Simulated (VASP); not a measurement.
# Be9Sb2Te3: single point with r2SCAN

The system is Be9Sb2Te3.

```
Te Be Sb
1.0
     2.93650    5.35392   -0.10554
    -3.06045    5.42548    0.04455
    -0.18375   -0.04311    7.61598
Te Be Sb
3 9 2
Direct
  0.32710 0.34291 0.31831
  0.68465 0.66467 0.67886
  0.01172 0.98682 0.01136
  0.36938 0.84412 0.32154
  0.80933 0.34752 0.33126
  0.84924 0.78516 0.33640
  0.20115 0.13553 0.67033
  0.14979 0.64543 0.66929
  0.64169 0.19371 0.68392
  0.47917 0.53002 0.99115
  0.00394 0.46751 0.01463
  0.51656 0.99764 0.00602
  0.33935 0.32781 0.81520
  0.65734 0.65575 0.17690
```

```json
{
 "Program": "VASP 6.6.1",
 "Task": "single point",
 "Functional": "r2SCAN",
 "Potentials or basis": "VASP PAW PBE potentials, release 64 (Te, Be, Sb)",
 "Cutoff": "520 eV",
 "k mesh": "4 × 4 × 3, shifted",
 "Occupations": "fermi-dirac, width 0.1 eV",
 "Spin": "no spin polarisation",
 "Dipole correction": "no",
 "Further INCAR settings": "ALGO = Normal; EDIFF = 1e-07; NBANDS = 36"
}
```

```
Pressure               : 17.6 GPa
Largest force          : 9.438 eV/Å
Band gap on the k mesh : zero (bands 23 and 24 overlap by 0.43 eV)
```

Forces in eV/Å, atoms in the order of the input:
```
Te   0.649  0.064 -0.037
Te  -0.698 -0.397 -0.216
Te  -0.172 -0.075 -0.010
Be  -6.999 -2.004  5.125
Be   4.914 -3.378  4.193
Be   0.755  3.840  2.723
Be   0.853 -4.264 -2.568
Be  -5.784  2.198 -3.854
Be   6.593  4.692 -4.858
Be  -0.914 -0.929 -1.149
Be   1.249  0.146 -0.333
Be  -0.083  0.616  0.122
Sb  -2.039 -2.804  6.916
Sb   1.676  2.295 -6.054
```

Stress tensor (GPa, compression positive):
```
20.96  0.09 -1.83
 0.09 17.09 -2.70
-1.83 -2.70 14.74
```

Levels at points of the mesh, in eV from the Fermi level:
| k point | band 21 | band 22 | band 23 | band 24 | band 25 | band 26 |
| --- | --- | --- | --- | --- | --- | --- |
| (0.00, 0.12, 0.17) | -1.68 | -0.78 | -0.67 | -0.19 | 0.31 | 0.67 |

It took 6.8 min on 1 thread of Intel(R) Xeon(R) 6975P-C (Granite Rapids) (shared host), peak memory 0.5 GiB.

Caveat: the cell stands under pressure; the PAW data sets were made with another functional, which shifts forces and pressure a little; spin-orbit coupling is left out, which moves the levels of the heavy elements.
